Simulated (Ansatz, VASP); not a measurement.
**MgO2: VASP beside Ansatz**

```
CELL_PARAMETERS angstrom
1.52452 0.88018 3.31928
-1.52452 0.88018 3.31928
0.00000 -1.76037 3.31928
ATOMIC_POSITIONS crystal
Mg 0.00000 0.00000 0.00000
O 0.42879 0.42879 0.42879
O 0.57121 0.57121 0.57121
```

Change from the starting cell: strain -0.050 along x and y, -0.050 along z, atoms carried along.

Alike in both runs: task single point; functional r2SCAN; k mesh 12 × 12 × 12; occupations gaussian, width 0.05 eV; no spin polarisation.

|  | VASP | Ansatz |
| --- | --- | --- |
| version | VASP 6.6.1 | Ansatz 0.2.0 |
| potentials or method | VASP PAW PBE potentials, release 64 (Mg, O), cutoff 520 eV | scalar-relativistic, plane waves, PAW |
| valence electrons in the cell | 14 | 22 |

|  | VASP | Ansatz | Ansatz less VASP |
| --- | --- | --- | --- |
| gap on the k mesh at the Fermi level (eV) | 3.97 | 4.00 | +0.036 |
| least direct gap on the mesh (eV) | 3.97 | 4.00 | +0.036 |
| pressure (GPa) | 20.9 | 21.0 | +0.03 |
| traceless stress, the component that is largest in VASP (GPa) | 12.10 | 9.95 | -2.150 |
| rms of the force components (eV/Å) | 0.465 | 0.302 | -0.1636 |

VASP's potentials were made for PBE, not for r2SCAN. Atom by atom the forces differ by 0.164 eV/Å (rms over components). The functional is the same, so the differences come from potentials, cutoffs and numerics. VASP's potentials hold 14 valence electrons a cell and Ansatz's 22, so a difference there can come from the potentials and not from the codes.
